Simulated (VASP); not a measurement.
Crystal: P4C.

```
CELL_PARAMETERS angstrom
4.49798 0.00000 0.00000
0.00000 4.49798 0.00000
0.00000 0.00000 4.49798
ATOMIC_POSITIONS crystal
P 0.50000 0.00000 0.00000
P 0.00000 0.50000 0.00000
P 0.00000 0.00000 0.50000
P 0.50000 0.50000 0.50000
C 0.00000 0.00000 0.00000
```

The cell was built from a structure type or drawn by symmetry, and may not be a known phase.

Base run:

```yaml
Program: VASP 6.6.1
Functional: PBE
Potentials_or_basis: VASP PAW PBE potentials, release 64 (P, C)
Cutoff: 520 eV
k_mesh: 4 × 4 × 4
Occupations: gaussian, width 0.1 eV
Spin: no spin polarisation
```

Its results: pressure -17.6 GPa.

Problem. The run is repeated on the same cell with these changes: spin from no spin polarisation to collinear spin; further incar settings from ALGO = Normal; EDIFF = 1e-07; NBANDS = 20 to ALGO = Normal; EDIFF = 1e-06; NBANDS = 24. What comes out?

Solution. Pressure -17.5 GPa; net moment 0.91 μB per cell; site moments P +0.07, +0.05 (each value once); C +0.23 μB.

Caveats: the cell stands under tension.
